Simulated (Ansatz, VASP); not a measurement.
**One calculation of LiCl, two programs**

```
Li Cl
1.0
     0.00000    2.56547    2.56547
     2.56547    0.00000    2.56547
     2.56547    2.56547    0.00000
Li Cl
1 1
Direct
  0.00000 0.00000 0.00000
  0.50000 0.50000 0.50000
```

Alike in both runs: task single point; functional PBEsol; k mesh 10 × 10 × 10; occupations gaussian, width 0.05 eV; no spin polarisation.

```csv
,VASP,Ansatz
version,VASP 6.6.1,Ansatz 0.2.0
potentials or method,"VASP PAW PBE potentials, release 64 (Li_sv, Cl), cutoff 520 eV","scalar-relativistic, plane waves, PAW"
valence electrons in the cell,10,10
```

|  | VASP | Ansatz | Ansatz less VASP |
| --- | --- | --- | --- |
| gap on the k mesh at the Fermi level (eV) | 6.13 | 6.12 | -0.009 |
| least direct gap on the mesh (eV) | 6.13 | 6.12 | -0.009 |

VASP's potentials were made for PBE, not for PBEsol.

Noted on VASP's run: the cutoff is short for stress, so the pressure is rough.
